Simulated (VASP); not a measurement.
The system is AlNi3.

```xyz
4
Lattice="3.5231 0.0000 0.0000 0.0000 3.5231 0.0000 0.0000 0.0000 3.5231" Properties=species:S:1:pos:R:3 pbc="T T T"
Ni    1.7615    1.7615    0.0000
Ni    1.7615    0.0000    1.7615
Ni    0.0000    1.7615    1.7615
Al    0.0000    0.0000    0.0000
```

Base run:

| Quantity | Value |
| --- | --- |
| Program | VASP 6.6.1 |
| Functional | PBEsol |
| Potentials or basis | VASP PAW PBE potentials, release 64 (Ni_sv_GW, Al) |
| Cutoff | 590 eV |
| k mesh | 6 × 6 × 6 |
| Occupations | fermi-dirac, width 0.05 eV |
| Spin | collinear spin, ferromagnetic start |
| Starting moments | [1.5, 1.5, 1.5, 0.0] μB |
| Fixed moment | 4.5 μB |

Its results: pressure 11.6 GPa; site moments Ni +1.26; Al +0.13 μB.

Question: After a change of settings the same cell gave: pressure 26.2 GPa; site moments Ni +1.60; Al +0.21 μB. Which change was it?
A. potentials or basis from VASP PAW PBE potentials, release 64 (Ni_sv_GW, Al) to VASP PAW PBE potentials, release 64 (Ni, Al); cutoff from 590 eV to 520 eV; further incar settings from ALGO = Normal; EDIFF = 1e-06; NBANDS = 40 to ALGO = Normal; EDIFF = 1e-06; NBANDS = 28; valence electrons from 57 to 33
B. fixed moment from 4.5 μB to 0.8 μB; moments at the start from [1.5, 1.5, 1.5, 0.0] to [0.27, 0.27, 0.27, 0.0]
C. fixed moment from 4.5 μB to 6 μB; moments at the start from [1.5, 1.5, 1.5, 0.0] to [2.0, 2.0, 2.0, 0.0]

Answer: C.

Caveats: the PAW data sets were made with another functional, which shifts forces and pressure a little; the total moment is fixed, so each spin has its own Fermi level.
